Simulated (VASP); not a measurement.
Runs of VASP 6.6.1 on Rb. The structure is that of space group Fm-3m (No. 225), or close to it. The cells are those of the table. 

| cell | gap on the mesh (eV) | pressure (GPa) |
| --- | --- | --- |
| a = 5.148 Å, angles 60.0°, 1 atom | none | 0.0 |
| a = 5.113 Å, angles 60.0°, 1 atom | none | 0.0 |
| a = 5.042 Å, angles 60.0°, 1 atom | none | (a) |
| a = 5.249 Å, angles 60.0°, 1 atom | none | -0.1 |
| a = 5.078 Å, angles 60.0°, 1 atom | none | 0.1 |

Alike in all rows: task single point; level r2SCAN; potentials or basis VASP PAW PBE potentials, release 64 (Rb_sv); no spin polarisation; k mesh 6 × 6 × 6; cutoff (eV) 520; smearing gaussian 0.15 eV.

**Question.** Estimate the missing entries.

**Answer.** (a) 0.2.

Caveats: the PAW data sets were made with another functional, which shifts forces and pressure a little.

A k mesh can miss the band edges, and the runs leave out spin-orbit coupling on Rb.

A gap of «none» marks levels without a gap at the run's occupations.
